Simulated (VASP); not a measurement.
A run of VASP 6.6.1 is set up as follows.

Contents of INCAR:

```
PREC = Accurate
ENCUT = 600
EDIFF = 1E-6
ISMEAR = 0
SIGMA = 0.02
LREAL = False
LASPH = True
NELM = 60
ALGO = Normal
ISIF = 3
LWAVE = False
LCHARG = False
GGA = PE
IBRION = 2
NSW = 100
EDIFFG = -0.01
```

File KPOINTS:

```
Automatic mesh
0
Gamma
  6 6 6
```

POSCAR

```
NaH
1.0
    4.7174062724      0.0000000000      0.0000000000
   -2.3587031362      4.0853936718      0.0000000000
    0.0000000000      0.0000000000      3.9878497144
Na H
1 1
Direct
    0.0000000000      0.0000000000      0.5000000000
    0.0000000000      0.0000000000      0.0000000000
```

Potentials or basis: VASP PAW PBE potentials, release 64 (Na_pv, H).

The run is started by

```console
$ cat potpaw_PBE.64/Na_pv/POTCAR potpaw_PBE.64/H/POTCAR > POTCAR
$ mpirun -np 1 vasp_std > vasp.out
```

(1) Predict the relaxed cell.

(2) Predict the relaxed volume.

(3) Predict the band gap on the k mesh.

Answers

(1) a = 5.386 Å, b = 5.386 Å, c = 4.015 Å, α = 90.00°, β = 90.00°, γ = 120.00°.

(2) 50.42 Å³/atom.

(3) 3.33 eV (least direct gap 3.63 eV).

Caveat: the volume moved by over 15 % at a fixed basis, so the end points are rough.
